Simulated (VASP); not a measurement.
Wanted: the native input for a VASP 6.6.1 run.

| Property | Result |
| --- | --- |
| Task | single point |
| Functional | PBE |
| Potentials or basis | VASP PAW PBE potentials, release 64 (B, N) |
| Cutoff | 520 eV |
| k mesh | 12 × 12 × 6 |
| Occupations | gaussian, width 0.05 eV |
| Spin | no spin polarisation |
| Dipole correction | no |
| Further INCAR settings | ALGO = Normal; EDIFF = 1e-06; NBANDS = 16 |

The structure of BN lies in POSCAR:

```
BN
1.0
    2.6312174989      0.0000000000      0.0000000000
   -1.3156087494      2.2787011969      0.0000000000
    0.0000000000      0.0000000000      4.1611468172
B N
2 2
Direct
    0.6666666667      0.3333333333      0.9998058547
    0.3333333333      0.6666666667      0.4998058547
    0.6666666667      0.3333333333      0.6251941453
    0.3333333333      0.6666666667      0.1251941453
```

This cell differs from its parent crystal: strain +0.030 along x and y, -0.015 along z.

One way to write it, as run:

INCAR

```
SYSTEM = BN
ALGO     = Normal         ! electronic algorithm
EDIFF    = 1E-6           ! SCF threshold, eV
ENCUT    = 520            ! plane-wave cutoff, eV
GGA      = PE             ! functional
ISIF     = 2              ! what is computed and relaxed
ISMEAR   = 0              ! smearing method
LASPH    = .TRUE.         ! aspherical terms in the spheres
LCHARG   = .FALSE.        ! write CHGCAR
LREAL    = .FALSE.        ! projectors in reciprocal space
LWAVE    = .FALSE.        ! write WAVECAR
NBANDS   = 16             ! bands
NELM     = 80             ! most SCF steps
PREC     = Accurate       ! precision mode
SIGMA    = 0.05           ! smearing width, eV
```

KPOINTS

```
k-points
0
G
  12 12 6
  0 0 0
```

Potentials or basis: VASP PAW PBE potentials, release 64 (B, N).

The run is started by

```bash
$ cat potpaw_PBE.64/B/POTCAR potpaw_PBE.64/N/POTCAR > POTCAR
$ mpirun -np 1 vasp_std > vasp.out
```

Results of the run:

```yaml
Pressure: -13.9 GPa
Largest_force: 0.056 eV/Å
Band_gap_on_the_k_mesh: 5.40 eV, indirect (least direct gap 7.66 eV)
```

Caveat: the cell differs from its parent crystal (strain +0.030 along x and y, -0.015 along z).

It used 16 s of CPU time on 1 thread of Intel Xeon 6975P-C (shared host).
